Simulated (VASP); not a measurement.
# CsOs2 (F-43m) in VASP: notebook

CsOs2 is run at these levels: PBE; tasks: single point, relaxation of cell and atoms.

Everything below comes from runs of VASP 6.6.1. Logs are shortened: lines on timing, memory, paths and dates and some standing lists are left out, and cuts for length are marked.

## (1) The cell of the first run

Symmetry: F-43m, No. 216, cubic system. The conventional cell has a = 6.501 Å, b = 6.501 Å, c = 6.501 Å, α = 90.00°, β = 90.00°, γ = 90.00°. Cs (site symmetry -43m) has 10 Os at 2.81 to 3.25 Å within 3.7 Å. Within 3.7 Å of Os (site symmetry -43m) lie 4 Cs at 2.81 Å and 4 Os at 2.81 Å. Within 3.7 Å of Os (site symmetry -43m) lie 4 Os at 2.81 Å and 6 Cs at 3.25 Å.

The cell was built from a structure type or drawn by symmetry, and may not be a known phase.

## (2) Single point, PBE

Input file INCAR:

```
SYSTEM = CsOs2
PREC = Accurate ; ENCUT = 520
EDIFF = 1E-7 ; ISMEAR = 0
SIGMA = 0.1 ; LREAL = .False.
LASPH = .True. ; NELM = 100
ALGO = Normal ; ISIF = 2
LWAVE = .False. ; LCHARG = .False.
GGA = PE ; NBANDS = 20
```

Input file KPOINTS:

```
Automatic mesh
0
Gamma
  12 12 12
  0 0 0
```

Input file POSCAR:

```
CsOs2
1.0
    0.0000000000      3.2503038528      3.2503038528
    3.2503038528      0.0000000000      3.2503038528
    3.2503038528      3.2503038528      0.0000000000
Cs Os
1 2
Direct
    0.0000000000      0.0000000000      0.0000000000
    0.7500000000      0.7500000000      0.7500000000
    0.5000000000      0.5000000000      0.5000000000
```

Potentials or basis: VASP PAW PBE potentials, release 64 (Cs_sv, Os).

On the command line:

```sh
> cat potpaw_PBE.64/Cs_sv/POTCAR potpaw_PBE.64/Os/POTCAR > POTCAR
> mpirun -np 1 vasp_std > vasp.out
```

OUTCAR:

```text
SYSTEM = CsOs2
   PREC = Accurate
   ENCUT = 520
   EDIFF = 1E-7
   ISMEAR = 0
   LREAL = .False.
   LASPH = .True.
   NELM = 100
   ISIF = 2
   GGA = PE

 ion  position               nearest neighbor table
   1  0.000  0.000  0.000-   2 2.81   2 2.81   2 2.81   2 2.81   3 3.25   3 3.25   3 3.25   3 3.25
                             3 3.25   3 3.25
   2  0.750  0.750  0.750-   3 2.81   3 2.81   3 2.81   1 2.81   3 2.81   1 2.81   1 2.81   1 2.81

   3  0.500  0.500  0.500-   2 2.81   2 2.81   2 2.81   2 2.81   1 3.25   1 3.25   1 3.25   1 3.25
                             1 3.25   1 3.25

  LATTYP: Found a face centered cubic cell.
 ALAT       =     6.5006077056

  Lattice vectors:

 A1 = (   0.0000000000,   3.2503038528,   3.2503038528)
 A2 = (   3.2503038528,   0.0000000000,   3.2503038528)
 A3 = (   3.2503038528,   3.2503038528,   0.0000000000)

Analysis of symmetry for initial positions (statically):
=====================================================================
 Subroutine PRICEL returns:
 Original cell was already a primitive cell.

 Routine SETGRP: Setting up the symmetry group for a
 face centered cubic supercell.

 Subroutine GETGRP returns: Found 24 space group operations
 (whereof 24 operations were pure point group operations)
 out of a pool of 48 trial point group operations.

The static configuration has the point symmetry T_d .

Analysis of symmetry for dynamics (positions and initial velocities):
=====================================================================
 Subroutine PRICEL returns:
 Original cell was already a primitive cell.

 Routine SETGRP: Setting up the symmetry group for a
 face centered cubic supercell.

 Subroutine GETGRP returns: Found 24 space group operations
 (whereof 24 operations were pure point group operations)
 out of a pool of 48 trial point group operations.

The dynamic configuration has the point symmetry T_d .

 Subroutine INISYM returns: Found 24 space group operations
 (whereof 24 operations are pure point group operations),
 and found     1 'primitive' translations

----------------------------------------------------------------------------------------

                                     Primitive cell

  volume of cell :      68.6755

  direct lattice vectors                    reciprocal lattice vectors
     0.000000000  3.250303853  3.250303853    -0.153831772  0.153831772  0.153831772
     3.250303853  0.000000000  3.250303853     0.153831772 -0.153831772  0.153831772
     3.250303853  3.250303853  0.000000000     0.153831772  0.153831772 -0.153831772

  length of vectors
     4.596623790  4.596623790  4.596623790     0.266444444  0.266444444  0.266444444

  position of ions in fractional coordinates (direct lattice)
     0.000000000  0.000000000  0.000000000
     0.750000000  0.750000000  0.750000000
     0.500000000  0.500000000  0.500000000

  ion indices of the primitive-cell ions
   primitive index   ion index
                 1           1
                 2           2
                 3           3

----------------------------------------------------------------------------------------

 KPOINTS: Automatic mesh

Automatic generation of k-mesh.
 Grid dimensions read from file:
 generate k-points for:   12   12   12

 Generating k-lattice:

  Cartesian coordinates                     Fractional coordinates (reciprocal lattice)
    -0.012819314  0.012819314  0.012819314     0.083333333  0.000000000  0.000000000
     0.012819314 -0.012819314  0.012819314     0.000000000  0.083333333  0.000000000
     0.012819314  0.012819314 -0.012819314     0.000000000  0.000000000  0.083333333

  Length of vectors
     0.022203704  0.022203704  0.022203704

  Shift w.r.t. Gamma in fractional coordinates (k-lattice)
     0.000000000  0.000000000  0.000000000

 Subroutine IBZKPT returns following result:
 ===========================================

 Found     72 irreducible k-points:

 Following reciprocal coordinates:
            Coordinates               Weight
  0.000000  0.000000  0.000000      1.000000
  0.083333  0.000000  0.000000      8.000000
  0.166667  0.000000  0.000000      8.000000
  0.250000  0.000000  0.000000      8.000000
  0.333333  0.000000  0.000000      8.000000
  0.416667  0.000000  0.000000      8.000000
[... 16 lines left out ...]
  0.500000  0.166667  0.000000     24.000000
 -0.416667  0.166667  0.000000     24.000000
 [... further k-points ...]
   k-points           NKPTS =     72   k-points in BZ     NKDIM =     72   number of bands    NBANDS=     20
   number of dos      NEDOS =    301   number of ions     NIONS =      3
   total plane-waves  NPLWV =  46656
   dimension x,y,z NGX =    36 NGY =   36 NGZ =   36
   dimension x,y,z NGXF=    72 NGYF=   72 NGZF=   72
   ions per type =               1   2
   NGX,Y,Z   is equivalent  to a cutoff of  13.02, 13.02, 13.02 a.u.
   NGXF,Y,Z  is equivalent  to a cutoff of  26.04, 26.04, 26.04 a.u.
 SYSTEM =  CsOs2
   PREC   = accura    normal or accurate (medium, high low for compatibility)
   ISTART =      0    job   : 0-new  1-cont  2-samecut
   ICHARG =      2    charge: 1-file 2-atom 10-const
   ISPIN  =      1    spin polarized calculation?
   LNONCOLLINEAR =      F non collinear calculations
   LSORBIT =      F    spin-orbit coupling
   LASPH  =      T    aspherical Exc in radial PAW
   ENCUT  =  520.0 eV  38.22 Ry    6.18 a.u.   8.55  8.55  8.55*2*pi/ulx,y,z
   NELM   =    100;   NELMIN=  2; NELMDL= -5     # of ELM steps
   EDIFF  = 0.1E-06   stopping-criterion for ELM
   LREAL  =      F    real-space projection
   EDIFFG = 0.1E-05   stopping-criterion for IOM
   NSW    =      0    number of steps for IOM
   IBRION =     -1    ionic relax: 0-MD 1-quasi-New 2-CG
   NFREE  =      0    steps in history (QN), initial steepest desc. (CG)
   ISIF   =      2    stress and relaxation
   ISYM   =      2    0-nonsym 1-usesym 2-fastsym
   POTIM  = 0.5000    time-step for ionic-motion
   TEBEG  =    0.0;   TEEND  =   0.0 temperature during run
   PSTRESS=    0.0 pullay stress
   NELECT =      25.0000    total number of electrons
   NUPDOWN=      -1.0000    fix difference up-down
   EMIN   =  10.00;   EMAX   =-10.00  energy-range for DOS
   EFERMI =   0.00;   METHOD = LEGACY
   ISMEAR =     0;   SIGMA  =   0.10  broadening in eV -4-tet -1-fermi 0-gaus
   EFERMI_NEDOS =   21; number of points for ismear=-14 and -15
   IALGO  =     38    algorithm
   IMIX   =      4    mixing-type and parameters
     AMIX     =   0.40;   BMIX     =  1.00
     AMIX_MAG =   1.60;   BMIX_MAG =  1.00
  volume/ion in A,a.u.               =      22.89       154.48
  Fermi-wavevector in a.u.,A,eV,Ry     =   1.168927  2.208952 18.590882  1.366391
  Thomas-Fermi vector in A             =   2.305407
   LORBIT       =      0    0 simple, 1 ext, 2 COOP (PROOUT), +10 PAW based schemes
   GGA     = PE    functional components
   LHFCALC =     F    Hartree Fock is set to
   AEXX    =    0.0000 exact exchange contribution
   IVDW    =     0    specifies the selected vdW correction
   LEPSILON=     F    determine dielectric tensor
   LRPA    =     F    only Hartree local field effects (RPA)
 non-spin polarized calculation
 Gauss-broadening in eV      SIGMA  =   0.10
  energy-cutoff  :      520.00
  volume of cell :       68.68
 maximum number of plane-waves:      1874
 NGX is ok and might be reduce to    36
   NGX = 17   NGY = 17   NGZ = 17

 number of electron      25.0000001 magnetization

 Free energy of the ion-electron system (eV)
  ---------------------------------------------------
  ext. energy  EPLUGINS =         0.00000000
  ---------------------------------------------------
  free energy    TOTEN  =       -15.79530743 eV

  energy without entropy =      -15.77514743  energy(sigma->0) =      -15.78522743

 E-fermi :   5.2082     XC(G=0): -11.1818

 val. band max:        5.1931029624   @ k =  -0.4167   0.5000   0.0833
 cond. band min:       5.2148735020   @ k =   0.3333   0.0833   0.0000
 fundamental gap:      0.0217705397
 Fermi energy:         5.2081937819

 k-point     1 :       0.0000    0.0000    0.0000
  band No.  band energies     occupation
      1     -16.9373      2.00000
      2      -4.1894      2.00000
      3      -4.1894      2.00000
      4      -4.1894      2.00000
      5      -0.0427      2.00000
      6       1.3811      2.00000
[... 12 lines left out ...]
     19      10.8116      0.00000
     20      12.8768      0.00000

 k-point     2 :       0.0833    0.0000    0.0000
  band No.  band energies     occupation
      1     -16.9285      2.00000
      2      -4.2905      2.00000
      3      -4.1993      2.00000
      4      -4.1993      2.00000
      5       0.1666      2.00000
      6       1.4413      2.00000
[... 12 lines left out ...]
     19      11.2509      0.00000
     20      12.7416      0.00000

 k-point     3 :       0.1667    0.0000    0.0000
  band No.  band energies     occupation
      1     -16.9045      2.00000
      2      -4.5301      2.00000
      3      -4.2257      2.00000
      4      -4.2257      2.00000
      5       0.7128      2.00000
      6       1.6077      2.00000
[... 12 lines left out ...]
     19      11.5091      0.00000
     20      12.5578      0.00000

 k-point     4 :       0.2500    0.0000    0.0000
  band No.  band energies     occupation
      1     -16.8717      2.00000
      2      -4.7981      2.00000
      3      -4.2601      2.00000
      4      -4.2601      2.00000
      5       1.4207      2.00000
      6       1.8249      2.00000
[... 429 lines left out ...]
 k-point    23 :       0.5000    0.1667    0.0000
  band No.  band energies     occupation
      1     -16.8008      2.00000
      2      -5.0836      2.00000
      3      -4.4058      2.00000
      4      -4.2856      2.00000
      5       1.4319      2.00000
      6       1.8332      2.00000
[... 12 lines left out ...]
     19      11.6573      0.00000
     20      12.7053      0.00000

 k-point    24 :      -0.4167    0.1667    0.0000
  band No.  band energies     occupation
      1     -16.7983      2.00000
      2      -5.0860      2.00000
      3      -4.4125      2.00000
      4      -4.3105      2.00000
      5       1.4057      2.00000
      6       1.8985      2.00000
[... 12 lines left out ...]
     19      12.0463      0.00000
     20      12.6200      0.00000

 [... further k-points ...]

------------------------ aborting loop because EDIFF is reached ----------------------------------------

  FORCE on cell =-STRESS in cart. coord.  units (eV):
  Direction    XX          YY          ZZ          XY          YZ          ZX
  --------------------------------------------------------------------------------------
  -------------------------------------------------------------------------------------
  Total        0.6431970      0.6431970      0.6431970     -0.0000000      0.0000000      0.0000000
  in kB       15.0055778     15.0055778     15.0055778     -0.0000000      0.0000000      0.0000000
  external PRESSURE =      15.0055778 kB  Pullay stress =       0.0000000 kB

 VOLUME and BASIS-vectors are now :
 -----------------------------------------------------------------------------
  energy-cutoff  :      520.00
  volume of cell :       68.68
      direct lattice vectors                 reciprocal lattice vectors
     0.000000000  3.250303853  3.250303853    -0.153831772  0.153831772  0.153831772
     3.250303853  0.000000000  3.250303853     0.153831772 -0.153831772  0.153831772
     3.250303853  3.250303853  0.000000000     0.153831772  0.153831772 -0.153831772

 POSITION                                       TOTAL-FORCE (eV/Angst)
 -----------------------------------------------------------------------------------
      0.00000      0.00000      0.00000        -0.000000     -0.000000     -0.000000
      4.87546      4.87546      4.87546         0.000000      0.000000     -0.000000
      3.25030      3.25030      3.25030        -0.000000      0.000000      0.000000
 -----------------------------------------------------------------------------------
    total drift:                                0.000000      0.000000      0.000000

  FREE ENERGIE OF THE ION-ELECTRON SYSTEM (eV)
  ---------------------------------------------------
  free  energy   TOTEN  =       -15.7953074258 eV

  energy  without entropy=      -15.7751474333  energy(sigma->0) =      -15.78522743
```

Run time: 42 s. Hardware: 1 thread of Intel Xeon 6975P-C (Granite Rapids), shared host; peak memory 0.26 GiB.

Results:

| Property | Result |
| --- | --- |
| Free energy | -15.7953 eV |
| Pressure | 1.5 GPa |
| Band gap on the k mesh | zero (an odd number of electrons rules out a gap without spin polarisation) |

Caveat: spin-orbit coupling is left out, which moves the levels of the heavy elements.

[end of part 1 of 2]
